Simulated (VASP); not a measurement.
Set up this calculation in VASP 6.6.1, as the native input.

```yaml
Task: single point
Functional: PBE
Potentials_or_basis: VASP PAW PBE potentials, release 64 (Ti_sv, Ru_pv, Au)
Cutoff: 520 eV
k_mesh: 3 × 3 × 1
Occupations: fermi-dirac, width 0.1 eV
Spin: no spin polarisation
Dipole_correction: no
Further_INCAR_settings: LREAL = Auto; ALGO = Normal; EDIFF = 1e-06; NBANDS = 124
```

The structure of Ti8Ru8Au lies in POSCAR:

```
Ti8Ru8Au
1.0
    6.1400000000      0.0000000000      0.0000000000
    0.0000000000      6.1400000000      0.0000000000
    0.0000000000      0.0000000000     16.6050000000
Ti Ru Au
8 8 1
Direct
    0.2504708469      0.2496079805      0.1341354411
    0.2558916938      0.2508565147      0.3206841313
    0.2504555375      0.7500869707      0.1341297802
    0.2560063518      0.7487802932      0.3206537790
    0.7508630293      0.2494848534      0.1342570912
    0.7520153094      0.2559493485      0.3232749172
    0.7508452769      0.7502089577      0.1342606444
    0.7521338762      0.7435631922      0.3232834688
    0.0000000000      0.0000000000      0.0602228245
    0.0043804560     -0.0001244300      0.2406638362
    0.0000000000      0.5000000000      0.0602228245
    0.0033400651      0.4998868078      0.2388909967
    0.5000000000      0.0000000000      0.0602228245
    0.5021508143     -0.0001224756      0.2399350196
    0.5000000000      0.5000000000      0.0602228245
    0.5007926710      0.4998946254      0.2373608552
    0.6633475570      0.4994307818      0.4496769045
```

The input as run:

INCAR

```
ALGO = Normal ; EDIFF = 1E-6
ENCUT = 520 ; GGA = PE
ISIF = 2 ; ISMEAR = -1
LASPH = T ; LCHARG = F
LREAL = Auto ; LWAVE = F
NBANDS = 124 ; NELM = 60
PREC = Accurate ; SIGMA = 0.1
```

KPOINTS

```
k-points
0
Gamma
  3 3 1
```

Potentials or basis: VASP PAW PBE potentials, release 64 (Ti_sv, Ru_pv, Au).

The run is started by

```bash
$ cat potpaw_PBE.64/Ti_sv/POTCAR potpaw_PBE.64/Ru_pv/POTCAR potpaw_PBE.64/Au/POTCAR > POTCAR
$ mpirun -np 1 vasp_std > vasp.out
```

Results of the run:

```json
{"Largest force": "0.236 eV/Å"}
```

Run time: 13 min on 1 thread of Intel(R) Xeon(R) 6975P-C (Granite Rapids), on a shared host, peak memory 0.73 GiB.
